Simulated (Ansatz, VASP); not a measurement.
## TaN: VASP beside Ansatz

POSCAR

```
TaN
1.0
    2.9762900694     -0.0129209418      0.0741585831
   -1.4993348985      2.4883584253     -0.1843700940
    0.0728569417     -0.1670915586      2.7243245357
Ta N
1 1
Direct
    0.3264965707      0.6620768675      0.4996283511
    0.0068367626      0.0045897992      0.0003716489
```

Contents of INCAR.step1:

```
SYSTEM = TaN
ALGO = Normal ; EDIFF = 1E-4
ENCUT = 520 ; GGA = PE
ISMEAR = 0 ; LASPH = .TRUE.
LCHARG = .FALSE. ; LREAL = .FALSE.
LWAVE = .TRUE. ; NBANDS = 15
NELM = 60 ; PREC = Accurate
SIGMA = 0.15
```

The input INCAR.step2:

```
SYSTEM = TaN
ALGO = Normal ; EDIFF = 1E-6
ENCUT = 520 ; ISIF = 2
ISMEAR = 0 ; ISTART = 1
LASPH = .TRUE. ; LCHARG = .FALSE.
LMIXTAU = .TRUE. ; LREAL = .FALSE.
LWAVE = .FALSE. ; METAGGA = R2SCAN
NBANDS = 15 ; NELM = 60
PREC = Accurate ; SIGMA = 0.15
```

The input KPOINTS:

```
k-points
0
G
  12 12 12
  0 0 0
```

Input for Ansatz:

```yaml
crystal:
  lattice:
    - [2.9762900694, -0.0129209418, 0.0741585831]
    - [-1.4993348985, 2.4883584253, -0.184370094]
    - [0.0728569417, -0.1670915586, 2.7243245357]
  atoms:
    - { symbol: Ta, position: [0.3264965707, 0.6620768675, 0.4996283511] }
    - { symbol: "N", position: [0.0068367626, 0.0045897992, 0.0003716489] }
basis:
  ecutwfc: 500
kpoints:
  mp_grid: { grid: [12, 12, 12] }
hamiltonian:
  xc: r2scan
scf:
  occupations: { method: gaussian, width: 0.15 }
output:
  forces: true
  stress: true
  eigenvalues: true
```

Change from the starting cell: all atoms moved at random, sigma 0.02 Å a component, cell strained at random, sigma 0.03.

Alike in both runs: task single point; functional r2SCAN; k mesh 12 × 12 × 12; occupations gaussian, width 0.15 eV; no spin polarisation.

```csv
,VASP,Ansatz
version,VASP 6.6.1,Ansatz 0.2.0
potentials or method,"VASP PAW PBE potentials, release 64 (Ta_pv, N), cutoff 520 eV","scalar-relativistic, plane waves, PAW"
valence electrons in the cell,16,18
```

```csv
,VASP,Ansatz,Ansatz less VASP
gap on the k mesh at the Fermi level (eV),none,none,-
pressure (GPa),42.7,40.2,-2.50
"traceless stress, the component that is largest in VASP (GPa)",42.49,41.95,-0.540
rms of the force components (eV/Å),0.881,0.860,-0.0216
```

VASP's potentials were made for PBE, not for r2SCAN. Atom by atom the forces differ by 0.022 eV/Å (rms over components). A gap of «none» marks a metal or a gap that the smearing closes. Both programs put the cell under a high pressure, so it lies far from rest at this level. The functional is the same, so the differences come from potentials, cutoffs and numerics. VASP's potentials hold 16 valence electrons a cell and Ansatz's 18, so a difference there can come from the potentials and not from the codes.

Spin-orbit coupling is off throughout.
